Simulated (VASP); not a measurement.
# GaP (F-43m) in VASP: further runs, part 2 of 2

VASP 6.6.1.

## 3. Single point, PBEsol (volume 20.647 Å^3 an atom, c/a of the conventional cell 1.0000)

The input, INCAR:

```
ALGO = Normal
EDIFF = 1E-7
ENCUT = 520
GGA = PS
ISIF = 2
ISMEAR = 0
LASPH = T
LCHARG = F
LREAL = F
LWAVE = F
NBANDS = 16
NELM = 60
PREC = Accurate
SIGMA = 0.05
```

The input, KPOINTS:

```
k-points
0
Gamma
  10 10 10
```

The input, POSCAR:

```
GaP
1.0
    0.0000000000      2.7433780064      2.7433780064
    2.7433780064      0.0000000000      2.7433780064
    2.7433780064      2.7433780064      0.0000000000
Ga P
1 1
Direct
    0.0000000000      0.0000000000      0.0000000000
    0.7500000000      0.7500000000      0.7500000000
```

Potentials or basis: VASP PAW PBE potentials, release 64 (Ga_d, P).

Command:

```
$ cat potpaw_PBE.64/Ga_d/POTCAR potpaw_PBE.64/P/POTCAR > POTCAR
$ mpirun -np 1 vasp_std > vasp.out
```

OUTCAR:

```text
EDIFF = 1E-7
   ENCUT = 520
   GGA = PS
   ISIF = 2
   ISMEAR = 0
   LASPH = T
   LREAL = F
   NELM = 60
   PREC = Accurate

 ion  position               nearest neighbor table
   1  0.000  0.000  0.000-   2 2.38   2 2.38   2 2.38   2 2.38
   2  0.750  0.750  0.750-   1 2.38   1 2.38   1 2.38   1 2.38

  LATTYP: Found a face centered cubic cell.
 ALAT       =     5.4867560128

  Lattice vectors:

 A1 = (   0.0000000000,   2.7433780064,   2.7433780064)
 A2 = (   2.7433780064,   0.0000000000,   2.7433780064)
 A3 = (   2.7433780064,   2.7433780064,   0.0000000000)

Analysis of symmetry for initial positions (statically):
=====================================================================
 Subroutine PRICEL returns:
 Original cell was already a primitive cell.

 Routine SETGRP: Setting up the symmetry group for a
 face centered cubic supercell.

 Subroutine GETGRP returns: Found 24 space group operations
 (whereof 24 operations were pure point group operations)
 out of a pool of 48 trial point group operations.

The static configuration has the point symmetry T_d .

Analysis of symmetry for dynamics (positions and initial velocities):
=====================================================================
 Subroutine PRICEL returns:
 Original cell was already a primitive cell.

 Routine SETGRP: Setting up the symmetry group for a
 face centered cubic supercell.

 Subroutine GETGRP returns: Found 24 space group operations
 (whereof 24 operations were pure point group operations)
 out of a pool of 48 trial point group operations.

The dynamic configuration has the point symmetry T_d .

 Subroutine INISYM returns: Found 24 space group operations
 (whereof 24 operations are pure point group operations),
 and found     1 'primitive' translations

----------------------------------------------------------------------------------------

[... 105 lines left out ...]
   EMIN   =  10.00;   EMAX   =-10.00  energy-range for DOS
   EFERMI =   0.00;   METHOD = LEGACY
   ISMEAR =     0;   SIGMA  =   0.05  broadening in eV -4-tet -1-fermi 0-gaus
   EFERMI_NEDOS =   21; number of points for ismear=-14 and -15
   IALGO  =     38    algorithm
   IMIX   =      4    mixing-type and parameters
     AMIX     =   0.40;   BMIX     =  1.00
     AMIX_MAG =   1.60;   BMIX_MAG =  1.00
  volume/ion in A,a.u.               =      20.65       139.33
  Fermi-wavevector in a.u.,A,eV,Ry     =   1.241281  2.345680 20.963555  1.540778
  Thomas-Fermi vector in A             =   2.375685
   LORBIT       =      0    0 simple, 1 ext, 2 COOP (PROOUT), +10 PAW based schemes
   GGA     = PS    functional components
   LHFCALC =     F    Hartree Fock is set to
   AEXX    =    0.0000 exact exchange contribution
   IVDW    =     0    specifies the selected vdW correction
   LEPSILON=     F    determine dielectric tensor
   LRPA    =     F    only Hartree local field effects (RPA)
 non-spin polarized calculation
 Gauss-broadening in eV      SIGMA  =   0.05
  energy-cutoff  :      520.00
  volume of cell :       41.29
 maximum number of plane-waves:      1139
 NGX is ok and might be reduce to    30
   NGX = 15   NGY = 15   NGZ = 15

 number of electron      17.9999997 magnetization

 Free energy of the ion-electron system (eV)
  ---------------------------------------------------
  ext. energy  EPLUGINS =         0.00000000
  ---------------------------------------------------
  free energy    TOTEN  =        -9.91574516 eV

  energy without entropy =       -9.91574516  energy(sigma->0) =       -9.91574516

 E-fermi :   4.6517     XC(G=0):  -9.9319

 val. band max:        4.3662691376   @ k =   0.0000   0.0000   0.0000
 cond. band min:       5.8812271894   @ k =   0.4000   0.4000   0.0000
 fundamental gap:      1.5149580518
 Fermi energy:         4.6516708181

 k-point     1 :       0.0000    0.0000    0.0000
  band No.  band energies     occupation
      1     -10.1397      2.00000
      2     -10.1397      2.00000
      3     -10.1397      2.00000
      4     -10.0449      2.00000
      5     -10.0449      2.00000
      6      -8.0087      2.00000
[... 433 lines left out ...]
      3     -10.0925      2.00000
      4     -10.0681      2.00000
      5     -10.0294      2.00000
      6      -6.0662      2.00000
[... 8 lines left out ...]
     15      16.0932      0.00000
     16      17.8702      0.00000

 [... further k-points ...]
[... 5 lines left out ...]
  --------------------------------------------------------------------------------------
  -------------------------------------------------------------------------------------
  Total       -0.5577767     -0.5577767     -0.5577767      0.0000000      0.0000000     -0.0000000
  in kB      -21.6413312    -21.6413312    -21.6413312      0.0000000      0.0000000     -0.0000000
  external PRESSURE =     -21.6413312 kB  Pullay stress =       0.0000000 kB

 VOLUME and BASIS-vectors are now :
 -----------------------------------------------------------------------------
  energy-cutoff  :      520.00
  volume of cell :       41.29
      direct lattice vectors                 reciprocal lattice vectors
     0.000000000  2.743378006  2.743378006    -0.182257056  0.182257056  0.182257056
     2.743378006  0.000000000  2.743378006     0.182257056 -0.182257056  0.182257056
     2.743378006  2.743378006  0.000000000     0.182257056  0.182257056 -0.182257056

 POSITION                                       TOTAL-FORCE (eV/Angst)
 -----------------------------------------------------------------------------------
      0.00000      0.00000      0.00000        -0.000000     -0.000000     -0.000000
      4.11507      4.11507      4.11507         0.000000      0.000000      0.000000
 -----------------------------------------------------------------------------------
    total drift:                               -0.000000     -0.000000     -0.000000

  FREE ENERGIE OF THE ION-ELECTRON SYSTEM (eV)
  ---------------------------------------------------
  free  energy   TOTEN  =        -9.9157451644 eV

  energy  without entropy=       -9.9157451644  energy(sigma->0) =       -9.91574516
```

OSZICAR:

```text
N       E                     dE             d eps       ncg     rms          rms(c)
DAV:   1     0.822726739392E+02    0.82273E+02   -0.90389E+03  1544   0.160E+03
DAV:   2    -0.372016030334E+01   -0.85993E+02   -0.81309E+02  1736   0.311E+02
DAV:   3    -0.100837471945E+02   -0.63636E+01   -0.63417E+01  1832   0.664E+01
DAV:   4    -0.101899035028E+02   -0.10616E+00   -0.10614E+00  1872   0.925E+00
DAV:   5    -0.101919357779E+02   -0.20323E-02   -0.20321E-02  1880   0.113E+00    0.402E+00
DAV:   6    -0.995425904580E+01    0.23768E+00   -0.34911E-01  2368   0.111E+01    0.254E+00
DAV:   7    -0.991832810891E+01    0.35931E-01   -0.76003E-02  2080   0.210E+00    0.965E-01
DAV:   8    -0.991553523559E+01    0.27929E-02   -0.11492E-02  1816   0.124E+00    0.159E-01
DAV:   9    -0.991569002927E+01   -0.15479E-03   -0.97629E-04  2192   0.429E-01    0.640E-02
DAV:  10    -0.991571753940E+01   -0.27510E-04   -0.59020E-05  2144   0.772E-02    0.286E-02
DAV:  11    -0.991574513642E+01   -0.27597E-04   -0.28624E-05  1784   0.541E-02    0.571E-03
DAV:  12    -0.991574503856E+01    0.97861E-07   -0.10127E-06  1824   0.108E-02    0.412E-03
DAV:  13    -0.991574516750E+01   -0.12894E-06   -0.35261E-07  1960   0.489E-03    0.137E-03
DAV:  14    -0.991574516440E+01    0.31050E-08   -0.62756E-09  1072   0.791E-04
   1 F= -.99157452E+01 E0= -.99157452E+01  d E =-.599027E-18
```

stdout:

```text
POSCAR found type information on POSCAR GaP
 POSCAR found :  2 types and       2 ions
 scaLAPACK will be used
 -----------------------------------------------------------------------------
|                                                                             |
|                                                                             |
|     You enforced a specific xc type in the INCAR file but a different       |
|     I HOPE YOU KNOW WHAT YOU ARE DOING!                                     |
|                                                                             |
 -----------------------------------------------------------------------------

 LDA part: xc-table for (Slater+PW92), standard interpolation
 POSCAR, INCAR and KPOINTS ok, starting setup
 FFT: planning ... GRIDC
 FFT: planning ... GRID_SOFT
 FFT: planning ... GRID
 WAVECAR not read
 entering main loop
```

It took 30 s on 1 thread of Intel Xeon Platinum 8375C at 2.90GHz (Ice Lake), shared host; peak memory 0.18 GiB.

Results:

| Quantity | Value |
| --- | --- |
| Free energy | -9.9157 eV |
| Pressure | -2.2 GPa |
| Band gap on the k mesh | 1.51 eV, indirect (least direct gap 1.59 eV) |

Caveat: the PAW data sets were made with another functional, which shifts forces and pressure a little. A k mesh can miss the band edges.

## 4. Single point, PBEsol (volume 21.184 Å^3 an atom, c/a of the conventional cell 1.0000)

The input, INCAR:

```
SYSTEM = GaP
PREC     = Accurate       ! precision mode
ENCUT    = 520            ! plane-wave cutoff, eV
EDIFF    = 1E-7           ! SCF threshold, eV
ISMEAR   = 0              ! smearing method
SIGMA    = 0.05           ! smearing width, eV
LREAL    = .False.        ! projectors in reciprocal space
LASPH    = .True.         ! aspherical terms in the spheres
NELM     = 60             ! most SCF steps
ALGO     = Normal         ! electronic algorithm
ISIF     = 2              ! what is computed and relaxed
LWAVE    = .False.        ! write WAVECAR
LCHARG   = .False.        ! write CHGCAR
GGA      = PS             ! functional
NBANDS   = 16             ! bands
```

The input, KPOINTS:

```
regular mesh
0
Gamma
  10 10 10
  0 0 0
```

The input, POSCAR:

```
GaP
1.0
    0.0000000000      2.7669585666      2.7669585666
    2.7669585666      0.0000000000      2.7669585666
    2.7669585666      2.7669585666      0.0000000000
Ga P
1 1
Direct
    0.0000000000      0.0000000000      0.0000000000
    0.7500000000      0.7500000000      0.7500000000
```

Command:

```
$ cat potpaw_PBE.64/Ga_d/POTCAR potpaw_PBE.64/P/POTCAR > POTCAR
$ mpirun -np 1 vasp_std > vasp.out
```

Run time: 34 s. Hardware: 1 thread of Intel Xeon Platinum 8375C at 2.90GHz (Ice Lake), shared host; peak memory 0.18 GiB.

The run converged. Its results:

- Free energy: -9.8951 eV
- Pressure: -4.0 GPa
- Band gap on the k mesh: 1.38 eV, direct

Levels at points of the mesh, in eV from the valence-band top:
| k point | band 7 | band 8 | band 9 | band 10 | band 11 | band 12 |
| --- | --- | --- | --- | --- | --- | --- |
| (0.00, 0.00, 0.00) | 0.00 | 0.00 | 0.00 | 1.38 | 3.84 | 3.84 |
| (0.50, 0.00, 0.00) | -6.44 | -1.06 | -1.06 | 1.45 | 4.66 | 4.66 |
| (0.50, 0.50, 0.00) | -6.60 | -2.56 | -2.56 | 1.61 | 1.75 | 10.21 |

Caveat: the PAW data sets were made with another functional, which shifts forces and pressure a little. A k mesh can miss the band edges.

## 5. Single point, PBEsol (volume 21.720 Å^3 an atom, c/a of the conventional cell 1.0000)

The input, INCAR:

```
SYSTEM = GaP
PREC = Accurate
ENCUT = 520
EDIFF = 1E-7
ISMEAR = 0
SIGMA = 0.05
LREAL = .FALSE.
LASPH = .TRUE.
NELM = 60
ALGO = Normal
ISIF = 2
LWAVE = .FALSE.
LCHARG = .FALSE.
GGA = PS
NBANDS = 16
```

The input, KPOINTS:

```
regular mesh
0
G
  10 10 10
  0 0 0
```

The input, POSCAR:

```
GaP
1.0
    0.0000000000      2.7901010999      2.7901010999
    2.7901010999      0.0000000000      2.7901010999
    2.7901010999      2.7901010999      0.0000000000
Ga P
1 1
Direct
    0.0000000000      0.0000000000      0.0000000000
    0.7500000000      0.7500000000      0.7500000000
```

Command:

```
$ cat potpaw_PBE.64/Ga_d/POTCAR potpaw_PBE.64/P/POTCAR > POTCAR
$ mpirun -np 1 vasp_std > vasp.out
```

Run time: 34 s. Hardware: 1 thread of Intel Xeon Platinum 8375C at 2.90GHz (Ice Lake), shared host; peak memory 0.18 GiB.

Results (log left out):

```yaml
Free_energy: -9.8633 eV
Pressure: -5.5 GPa
Band_gap_on_the_k_mesh: 1.18 eV, direct
```

Levels at points of the mesh, in eV from the valence-band top:
```csv
k point,band 5,band 6,band 7,band 8,band 9,band 10,band 11,band 12,band 13,band 14
"(0.00, 0.00, 0.00)",-14.35,-12.01,0.00,0.00,0.00,1.18,3.84,3.84,3.84,8.27
"(0.50, 0.00, 0.00)",-14.35,-10.15,-6.31,-1.03,-1.03,1.37,4.66,4.66,7.94,10.25
"(0.50, 0.50, 0.00)",-14.34,-9.33,-6.49,-2.48,-2.48,1.66,1.77,10.02,10.02,10.46
```

Caveat: the PAW data sets were made with another functional, which shifts forces and pressure a little. A k mesh can miss the band edges.

## 6. Overview

```tsv
cell	gap on the mesh (eV)	pressure (GPa)
a = 3.846 Å, angles 60.0°, 2 atoms	1.47	-0.1
a = 3.880 Å, angles 60.0°, 2 atoms	1.51	-2.2
a = 3.913 Å, angles 60.0°, 2 atoms	1.38	-4.0
a = 3.946 Å, angles 60.0°, 2 atoms	1.18	-5.5
```

Alike in all rows: task single point; level PBEsol; potentials or basis VASP PAW PBE potentials, release 64 (Ga_d, P); no spin polarisation; k mesh 10 × 10 × 10; cutoff (eV) 520; smearing gaussian 0.05 eV.

Caveats: the PAW data sets were made with another functional, which shifts forces and pressure a little.

Total energies depend on the potentials used, so only differences within one code and one set of settings carry meaning.

## 7. Against experiment

Step 2. Against the measured gap of GaP, 2.34 eV (indirect; 10 K; quoted in “Stacking defects in GaP nanowires: Electronic structure and optical properties”, 2018, arxiv:1810.01194), the calculated 1.47 eV is off by -0.87 eV. Spin-orbit coupling on Ga is left out. The value is that of PBEsol on a finite k mesh, which can miss the band edges, without temperature or zero-point motion. Semilocal functionals fall short of measured gaps as a rule.
